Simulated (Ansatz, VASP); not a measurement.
## Two plane-wave programs on MgS

File INCAR:

```
SYSTEM = MgS
PREC = Accurate
ENCUT = 600
EDIFF = 1E-6
ISMEAR = 0
SIGMA = 0.01
LREAL = .False.
LASPH = .True.
NELM = 120
ALGO = Normal
ISIF = 2
LWAVE = .False.
LCHARG = .False.
GGA = PE
NBANDS = 11
GGA_COMPAT = .False.
```

The input KPOINTS:

```
regular mesh
0
Gamma
  6 6 6
  0 0 0
```

Contents of POSCAR:

```
MgS
1.0
    0.0000000000      2.6151106197      2.6151106197
    2.6151106197      0.0000000000      2.6151106197
    2.6151106197      2.6151106197      0.0000000000
Mg S
1 1
Direct
    0.0000000000      0.0000000000      0.0000000000
    0.5000000000      0.5000000000      0.5000000000
```

Input for Ansatz:

```yaml
crystal:
  lattice:
    - [0.0, 2.6151106197, 2.6151106197]
    - [2.6151106197, 0.0, 2.6151106197]
    - [2.6151106197, 2.6151106197, 0.0]
  atoms:
    - { symbol: Mg, position: [0.0, 0.0, 0.0] }
    - { symbol: S, position: [0.5, 0.5, 0.5] }
basis:
  ecutwfc: 420
kpoints:
  mp_grid: { grid: [6, 6, 6] }
  band_path:
    path:
      - [0.0, 0.0, 0.0]
      - [0.0, 0.0, 0.0]
      - [0.0, 0.0, 0.0]
      - [0.0, 0.0, 0.0]
      - [0.0, 0.0, 0.0]
      - [0.0, 0.0, 0.0]
      - [0.0, 0.0, 0.0]
      - [0.0, 0.0, 0.0]
      - [0.0, 0.0, 0.0]
      - [0.0, 0.0, 0.0]
      - [0.0, 0.0, 0.0]
      - [0.0, 0.0, 0.0]
      - [0.0, 0.0, 0.0]
      - [0.0, 0.0, 0.0]
      - [0.0, 0.0, 0.0]
      - [0.0, 0.0, 0.0]
      - [0.0, 0.0, 0.0]
      - [0.0, 0.0, 0.0]
      - [0.0, 0.0, 0.0]
      - [0.0, 0.0, 0.0]
      - [0.0, 0.0, 0.0]
      - [0.0, 0.0, 0.0]
      - [0.0, 0.0, 0.0]
      - [0.0, 0.0, 0.0]
      - [0.0, 0.0, 0.0]
      - [0.0, 0.0, 0.0]
      - [0.3, 0.3, 0.0]
      - [0.3166666667, 0.3166666667, 0.0]
      - [0.3333333333, 0.3333333333, 0.0]
      - [0.35, 0.35, 0.0]
      - [0.3666666667, 0.3666666667, 0.0]
      - [0.3833333333, 0.3833333333, 0.0]
      - [0.4, 0.4, 0.0]
      - [0.4166666667, 0.4166666667, 0.0]
      - [0.4333333333, 0.4333333333, 0.0]
      - [0.45, 0.45, 0.0]
      - [0.4666666667, 0.4666666667, 0.0]
      - [0.4833333333, 0.4833333333, 0.0]
      - [0.5, 0.5, 0.0]
      - [0.5, 0.5, 0.5]
      - [0.5, 0.5, 0.5]
      - [0.5, 0.5, 0.5]
      - [0.5, 0.5, 0.5]
      - [0.5, 0.5, 0.5]
      - [0.5, 0.5, 0.5]
      - [0.5, 0.5, 0.5]
      - [0.5, 0.5, 0.5]
      - [0.5, 0.5, 0.5]
      - [0.5, 0.5, 0.5]
      - [0.5, 0.5, 0.5]
      - [0.5, 0.5, 0.5]
      - [0.5, 0.5, 0.5]
      - [0.5, 0.5, 0.5]
      - [0.5, 0.5, 0.5]
      - [0.5, 0.5, 0.5]
      - [0.5, 0.5, 0.5]
      - [0.5, 0.5, 0.5]
      - [0.5, 0.5, 0.5]
      - [0.5, 0.5, 0.5]
      - [0.5, 0.5, 0.5]
      - [0.5, 0.5, 0.5]
      - [0.5, 0.5, 0.5]
      - [0.5, 0.5, 0.5]
      - [0.5, 0.5, 0.5]
      - [0.5, 0.5, 0.5]
    npoints: 1
hamiltonian:
  xc: pbe
scf:
  occupations: { method: fixed }
  n_extra_bands: 5
output:
  eigenvalues: true
```

Alike in both runs: task single point; functional PBE; k mesh 6 × 6 × 6; no spin polarisation.

|  | VASP | Ansatz |
| --- | --- | --- |
| version | VASP 6.6.1 | Ansatz 0.2.0 |
| potentials or method | VASP PAW PBE potentials, release 64 (Mg, S), cutoff 600 eV | scalar-relativistic, plane waves, PAW |
| occupations | gaussian, width 0.01 eV | fixed |
| valence electrons in the cell | 8 | 16 |

```tsv
	VASP	Ansatz	Ansatz less VASP
gap on the k mesh at the Fermi level (eV)	2.74	2.76	+0.015
least direct gap on the mesh (eV)	3.59	3.60	+0.012
```

VASP's potentials hold 8 valence electrons a cell and Ansatz's 16, so a difference there can come from the potentials and not from the codes.
